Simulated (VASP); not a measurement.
Input of a VASP 6.6.1 run:

The input INCAR:

```
SYSTEM = Fe
PREC = Accurate
ENCUT = 520
EDIFF = 1E-7
ISMEAR = -1
SIGMA = 0.1
LREAL = .FALSE.
LASPH = .TRUE.
NELM = 100
ALGO = Normal
ISIF = 2
LWAVE = .FALSE.
LCHARG = .FALSE.
NBANDS = 15
```

KPOINTS

```
Automatic mesh
0
G
  11 11 11
  0 0 0
```

File POSCAR:

```
Fe
1.0
    0.0000000000      2.3780883197      2.3780883197
    2.3780883197      0.0000000000      2.3780883197
    2.3780883197      2.3780883197      0.0000000000
Fe
2
Direct
    0.1250000000      0.1250000000      0.1250000000
    0.8750000000      0.8750000000      0.8750000000
```

Potentials or basis: VASP PAW LDA potentials, release 64 (Fe).

Command:

```sh
$ cat potpaw_LDA.64/Fe/POTCAR > POTCAR
$ mpirun -np 1 vasp_std > vasp.out
```

Task: Predict the pressure.

Result: -2.1 GPa.

Task: Estimate the band gap on the k mesh.

Result: Zero (band 8 reaches 4.31 eV, above the bottom of band 9 at 3.57 eV).

Caveat: the run has no spin polarisation, though such a crystal can be magnetic. Spin polarisation is off, so any magnetic state and its effect on volume and gap are missing.
